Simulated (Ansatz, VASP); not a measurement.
**One calculation of CsCl3, two programs**

INCAR

```
PREC = Accurate
ENCUT = 520
EDIFF = 1E-6
ISMEAR = 0
SIGMA = 0.1
LREAL = F
LASPH = T
NELM = 80
ALGO = Normal
ISIF = 2
LWAVE = F
LCHARG = F
GGA = PE
NBANDS = 23
```

File KPOINTS:

```
regular mesh
0
Gamma
  4 4 4
```

POSCAR

```
CsCl3
1.0
    4.9373688303      0.0000000000      0.0000000000
    0.0000000000      4.9373688303      0.0000000000
    0.0000000000      0.0000000000      4.9373688303
Cs Cl
1 3
Direct
    0.0000000000      0.0000000000      0.0000000000
    0.0000000000      0.5000000000      0.5000000000
    0.5000000000      0.0000000000      0.5000000000
    0.5000000000      0.5000000000      0.0000000000
```

Input for Ansatz:

```yaml
crystal:
  lattice:
    - [4.9373688303, 0.0, 0.0]
    - [0.0, 4.9373688303, 0.0]
    - [0.0, 0.0, 4.9373688303]
  atoms:
    - { symbol: Cs, position: [0.0, 0.0, 0.0] }
    - { symbol: Cl, position: [0.0, 0.5, 0.5] }
    - { symbol: Cl, position: [0.5, 0.0, 0.5] }
    - { symbol: Cl, position: [0.5, 0.5, 0.0] }
basis:
  ecutwfc: 420
kpoints:
  mp_grid: { grid: [4, 4, 4] }
hamiltonian:
  xc: pbe
scf:
  occupations: { method: gaussian, width: 0.1 }
  lower_state_search: "off"
output:
  forces: true
  stress: true
  eigenvalues: true
```

Alike in both runs: task single point; functional PBE; k mesh 4 × 4 × 4; occupations gaussian, width 0.1 eV; no spin polarisation.

```csv
,VASP,Ansatz
version,VASP 6.6.1,Ansatz 0.2.0
potentials or method,"VASP PAW PBE potentials, release 64 (Cs_sv, Cl), cutoff 520 eV","scalar-relativistic, plane waves, PAW"
valence electrons in the cell,30,30
```

|  | VASP | Ansatz | Ansatz less VASP |
| --- | --- | --- | --- |
| gap on the k mesh at the Fermi level (eV) | none | none | - |
| pressure (GPa) | 0.6 | 0.6 | 0.00 |

A gap of «none» marks a metal or a gap that the smearing closes.

Spin-orbit coupling is off throughout.
